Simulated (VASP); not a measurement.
# Nb3Ag: single point with PBE

Nb3Ag:

```
Nb Ag
1.0
     0.00000    3.31251    3.31251
     3.31251    0.00000    3.31251
     3.31251    3.31251    0.00000
Nb Ag
3 1
Direct
  0.75000 0.75000 0.75000
  0.50000 0.50000 0.50000
  0.25000 0.25000 0.25000
  0.00000 0.00000 0.00000
```

| Quantity | Value |
| --- | --- |
| Program | VASP 6.6.1 |
| Task | single point |
| Functional | PBE |
| Potentials or basis | VASP PAW PBE potentials, release 64 (Nb_sv, Ag) |
| Cutoff | 520 eV |
| k mesh | 4 × 4 × 4 |
| Occupations | gaussian, width 0.1 eV |
| Spin | collinear spin, ferromagnetic start |
| Starting moments | [1.0, 1.0, 1.0, 0.0] μB |

```
Pressure                                              : -0.4 GPa
Band gap on the k mesh                                : zero (filled and empty bands overlap)
Net moment                                            : 0.00 μB per cell
Valence electrons inside the program's atomic spheres : Nb 10.58, 10.77; Ag 10.03
```

Levels at points of the mesh, in eV from the Fermi level:
Spin up:
```
           k point  band 22  band 23  band 24  band 25  band 26  band 27  band 28  band 29
(0.00, 0.00, 0.00)    -1.61    -1.61    -0.53    -0.53    -0.53     3.29     3.29     3.29
(0.50, 0.00, 0.00)    -1.53    -1.44    -1.44     0.13     0.13     1.07     1.07     1.44
(0.50, 0.50, 0.00)    -1.06    -0.97    -0.97     0.19     0.19     1.24     1.36     1.36
```
Spin down:
| k point | band 22 | band 23 | band 24 | band 25 | band 26 | band 27 | band 28 | band 29 |
| --- | --- | --- | --- | --- | --- | --- | --- | --- |
| (0.00, 0.00, 0.00) | -1.61 | -1.61 | -0.53 | -0.53 | -0.53 | 3.29 | 3.29 | 3.29 |
| (0.50, 0.00, 0.00) | -1.53 | -1.44 | -1.44 | 0.13 | 0.13 | 1.07 | 1.07 | 1.44 |
| (0.50, 0.50, 0.00) | -1.06 | -0.97 | -0.97 | 0.19 | 0.19 | 1.24 | 1.36 | 1.36 |

Run time: 2.6 min on 1 thread of Intel(R) Xeon(R) 6975P-C (Granite Rapids), on a shared host, peak memory 0.25 GiB.

Caveat: the k points lie up to 0.41 Å⁻¹ apart.
